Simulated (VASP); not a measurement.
Set up this calculation in VASP 6.6.1, as the native input.

* Task: single point
* Functional: PBE
* Potentials or basis: VASP PAW PBE potentials, release 64 (Sc_sv, N, Al)
* Cutoff: 520 eV
* k mesh: 4 × 4 × 4
* Occupations: gaussian, width 0.01 eV
* Spin: no spin polarisation
* Dipole correction: no
* Further INCAR settings: ALGO = Normal; EDIFF = 1e-06; NBANDS = 20

The structure of ScAlN2 lies in POSCAR:

```
ScAlN2
1.0
    3.0446085440      0.0000000000      0.0000000000
    0.0000000000      3.0446085440      0.0000000000
    0.0000000000      0.0000000000      4.3189807810
Sc N Al
1 2 1
Direct
    0.0000000000      0.0000000000      0.0000000000
    0.0000000000      0.0000000000      0.5000000000
    0.5000000000      0.5000000000      0.0000000000
    0.5000000000      0.5000000000      0.5000000000
```

These files were run (other wordings do the same):

INCAR

```
ALGO     = Normal         # electronic algorithm
EDIFF    = 1E-6           # SCF threshold, eV
ENCUT    = 520            # plane-wave cutoff, eV
GGA      = PE             # functional
ISIF     = 2              # what is computed and relaxed
ISMEAR   = 0              # smearing method
LASPH    = T              # aspherical terms in the spheres
LCHARG   = F              # write CHGCAR
LREAL    = F              # projectors in reciprocal space
LWAVE    = F              # write WAVECAR
NBANDS   = 20             # bands
NELM     = 60             # most SCF steps
PREC     = Accurate       # precision mode
SIGMA    = 0.01           # smearing width, eV
```

KPOINTS

```
k-points
0
Gamma
  4 4 4
```

Potentials or basis: VASP PAW PBE potentials, release 64 (Sc_sv, N, Al).

Launch:

```console
$ cat potpaw_PBE.64/Sc_sv/POTCAR potpaw_PBE.64/N/POTCAR potpaw_PBE.64/Al/POTCAR > POTCAR
$ mpirun -np 1 vasp_std > vasp.out
```

It gave:

```
Pressure               : 4.6 GPa
Band gap on the k mesh : 0.64 eV, direct
```

Caveat: the k points lie up to 0.52 Å⁻¹ apart.

Wall time 22 s on 1 thread of AMD EPYC 7R43 64-Core Processor (Zen 3), on a shared host, peak memory 0.12 GiB.
